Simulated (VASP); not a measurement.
Wanted: the native input for a VASP 6.6.1 run.

- Task: single point
- Functional: PBEsol
- Potentials or basis: VASP PAW PBE potentials, release 64 (Si, Ni)
- Cutoff: 520 eV
- k mesh: 14 × 12 × 10
- Occupations: gaussian, width 0.1 eV
- Spin: no spin polarisation
- Dipole correction: no
- Further INCAR settings: ALGO = Normal; EDIFF = 1e-07; NBANDS = 22

The structure of SiNi lies in POSCAR:

```
SiNi
1.0
    3.0034566446      0.0000000000      0.0000000000
    0.0000000000      3.2392266210      0.0000000000
    0.0000000000      0.0000000000      4.6774442987
Si Ni
2 2
Direct
    0.5000000000      0.5000000000      0.8424550727
    0.0000000000      0.0000000000      0.1575449273
    0.5000000000      0.5000000000      0.3431020661
    0.0000000000      0.0000000000      0.6568979339
```

These files were run (other wordings do the same):

INCAR

```
  ALGO = Normal
  EDIFF = 1E-7
  ENCUT = 520
  GGA = PS
  ISIF = 2
  ISMEAR = 0
  LASPH = True
  LCHARG = False
  LREAL = False
  LWAVE = False
  NBANDS = 22
  NELM = 60
  PREC = Accurate
  SIGMA = 0.1
```

KPOINTS

```
k-points
0
Gamma
  14 12 10
```

Potentials or basis: VASP PAW PBE potentials, release 64 (Si, Ni).

Command:

```sh
$ cat potpaw_PBE.64/Si/POTCAR potpaw_PBE.64/Ni/POTCAR > POTCAR
$ mpirun -np 1 vasp_std > vasp.out
```

It gave:

The pressure is -0.7 GPa, the largest force is 0.010 eV/Å and the band gap on the k mesh is zero (bands 14 and 15 overlap by 2.43 eV).

Caveat: the PAW data sets were made with another functional, which shifts forces and pressure a little.

It took 2.3 min on 1 thread of Intel(R) Xeon(R) 6975P-C (Granite Rapids), with other jobs on the host, peak memory 0.38 GiB.
